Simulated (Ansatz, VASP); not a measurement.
## BN: VASP beside Ansatz

```
B N
1.0
     2.52140    0.00000    0.00000
    -1.26070    2.18360    0.00000
     0.00000    0.00000    4.23694
B N
2 2
Cartesian
  0.0000 1.4557 -0.0009
  1.2607 0.7279 2.1175
  0.0000 1.4557 1.5856
  1.2607 0.7279 3.7040
```

Change from the starting cell: strained cell.

Alike in both runs: functional LDA; k mesh 9 × 9 × 6; occupations gaussian, width 0.02 eV; no spin polarisation.

Ansatz relaxed the structure, and its values are those at the end. VASP's run is a single point on that final structure, the one shown.

```csv
,VASP,Ansatz
version,VASP 6.6.1,Ansatz 0.2.0
potentials or method,"VASP PAW LDA potentials, release 64 (B, N), cutoff 600 eV","scalar-relativistic, plane waves, PAW"
valence electrons in the cell,16,16
```

```tsv
	VASP	Ansatz	Ansatz less VASP
gap on the k mesh at the Fermi level (eV)	4.87	4.89	+0.020
least direct gap on the mesh (eV)	8.05	8.06	+0.004
pressure (GPa)	-4.5	-5.4	-0.89
rms of the force components (eV/Å)	0.005	0.000	-0.0048
```

Ansatz warns that its potentials were made for another functional, while VASP's fit it. LDA's correlation is that of Perdew and Zunger in VASP and of Perdew and Wang (1992) in Ansatz. Ansatz's warnings: stress scf threshold loose.
